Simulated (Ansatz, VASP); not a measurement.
# One calculation of TiN, two programs

```xyz
2
Lattice="0.0000 2.0867 2.0867 2.0867 0.0000 2.0867 2.0867 2.0867 0.0000" Properties=species:S:1:pos:R:3 pbc="T T T"
Ti    0.0000    0.0000    0.0000
N     2.0867    2.0867    2.0867
```

Alike in both runs: functional LDA; k mesh 14 × 14 × 14; occupations fermi-dirac, width 0.15 eV; no spin polarisation.

Ansatz relaxed the structure, and its values are those at the end. VASP's run is a single point on that final structure, the one shown.

```csv
,VASP,Ansatz
version,VASP 6.6.1,Ansatz 0.2.0
potentials or method,"VASP PAW LDA potentials, release 64 (Ti_sv, N), cutoff 520 eV","scalar-relativistic, plane waves, PAW"
valence electrons in the cell,17,17
```

```tsv
	VASP	Ansatz	Ansatz less VASP
gap on the k mesh at the Fermi level (eV)	none	none	-
pressure (GPa)	1.0	0.0	-1.03
```

Ansatz warns that its potentials were made for another functional, while VASP's fit it. LDA's correlation is that of Perdew and Zunger in VASP and of Perdew and Wang (1992) in Ansatz. A gap of «none» marks a metal or a gap that the smearing closes.
